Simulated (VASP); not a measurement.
Runs of VASP 6.6.1 on Mn. The structure is that of space group Fd-3m (No. 227), or close to it. The cells are those of the table. This isn't the form of Mn at room conditions, which is a 58-atom cubic cell.

```tsv
cell	k mesh	gap on the mesh (eV)	pressure (GPa)
a = 3.502 Å, angles 60.0°, 2 atoms	38 × 38 × 38	none	0.5
a = 3.454 Å, angles 60.0°, 2 atoms	19 × 19 × 19	none	7.1
a = 3.502 Å, angles 60.0°, 2 atoms	19 × 19 × 19	none	0.5
a = 3.525 Å, angles 60.0°, 2 atoms	19 × 19 × 19	none	-2.3
a = 3.478 Å, angles 60.0°, 2 atoms	19 × 19 × 19	none	(a)
a = 3.430 Å, angles 60.0°, 2 atoms	19 × 19 × 19	none	11.0
```

Alike in all rows: task single point; level PBE; potentials or basis VASP PAW PBE potentials, release 64 (Mn_pv); no spin polarisation; cutoff (eV) 520; smearing fermi-dirac 0.0612256 eV.

**Question.** Estimate the missing entries.

**Answer.** (a) 3.6.

Caveats: the run has no spin polarisation, though such a crystal can be magnetic; the cell stands under pressure (at least some runs).

A gap of «none» marks levels without a gap at the run's occupations.
